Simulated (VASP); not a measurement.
Input of a VASP 6.6.1 run:

POSCAR

```
Pt
1.0
   -1.5700618736      1.5700618736      1.5700618736
    1.5700618736     -1.5700618736      1.5700618736
    1.5700618736      1.5700618736     -1.5700618736
Pt
1
Direct
    0.0000000000      0.0000000000      0.0000000000
```

The input INCAR.step1:

```
PREC = Accurate
ENCUT = 520
ISMEAR = -1
SIGMA = 0.05
LREAL = False
LASPH = True
NELM = 150
ISPIN = 2
MAGMOM = 1
LMAXMIX = 4
NBANDS = 15
GGA = PE
ALGO = Normal
EDIFF = 1E-4
LWAVE = True
LCHARG = False
```

Contents of INCAR.step2:

```
PREC = Accurate
ENCUT = 520
EDIFF = 1E-6
ISMEAR = -1
SIGMA = 0.05
LREAL = False
LASPH = True
NELM = 150
ALGO = Normal
ISIF = 2
LWAVE = False
LCHARG = False
ISPIN = 2
MAGMOM = 1
LORBIT = 11
LMAXMIX = 4
METAGGA = R2SCAN
LMIXTAU = True
NBANDS = 15
ISTART = 1
```

File KPOINTS:

```
Automatic mesh
0
Gamma
  14 14 14
```

Potentials or basis: VASP PAW PBE potentials, release 64 (Pt).

The run is started by

```bash
$ cat potpaw_PBE.64/Pt/POTCAR > POTCAR
$ cp INCAR.step1 INCAR
$ mpirun -np 1 vasp_std > vasp.out
$ cp INCAR.step2 INCAR
$ mpirun -np 1 vasp_std > vasp.out
```

(1) Predict the band gap on the k mesh.

(2) What does it give for the pressure?

(3) Predict the net moment.

Answers

(1) zero (filled and empty bands overlap).

(2) 0.6 GPa.

(3) 0.00 μB per cell.

Caveat: the PAW data sets were made with another functional, which shifts forces and pressure a little; spin-orbit coupling is left out, which moves the levels of the heavy elements.
